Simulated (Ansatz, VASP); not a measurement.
One calculation of CdSe4, two programs

```xyz
5
Lattice="-4.1570 4.1570 2.1885 4.1570 -4.1570 2.1885 4.1570 4.1570 -2.1885" Properties=species:S:1:pos:R:3 pbc="T T T"
Cd    0.0000    0.0000    0.0000
Se    2.6417    1.8249    2.1885
Se   -1.8249    2.6417    2.1885
Se    5.9819    1.5153    0.0000
Se    1.5153    2.3322    0.0000
```

Change from the starting cell: species swapped into the MnAu4 type (I4/m, No. 87).

Alike in both runs: functional PBE; k mesh 10 × 10 × 10; occupations gaussian, width 0.1 eV; no spin polarisation.

Ansatz relaxed the structure, and its values are those at the end. VASP's run is a single point on that final structure, the one shown.

|  | VASP | Ansatz |
| --- | --- | --- |
| version | VASP 6.6.1 | Ansatz 0.2.0 |
| potentials or method | VASP PAW PBE potentials, release 64 (Cd, Se), cutoff 520 eV | scalar-relativistic, plane waves, PAW |
| valence electrons in the cell | 36 | 84 |

Ansatz gave:

- gap on the k mesh at the Fermi level (eV): none
- pressure (GPa): 0.0
- rms of the force components (eV/Å): 0.003

Which values does VASP return?

gap on the k mesh at the Fermi level (eV): none; pressure (GPa): 0.1; rms of the force components (eV/Å): 0.011.

A gap of «none» marks a metal or a gap that the smearing closes. VASP's potentials hold 36 valence electrons a cell and Ansatz's 84, so a difference there can come from the potentials and not from the codes.
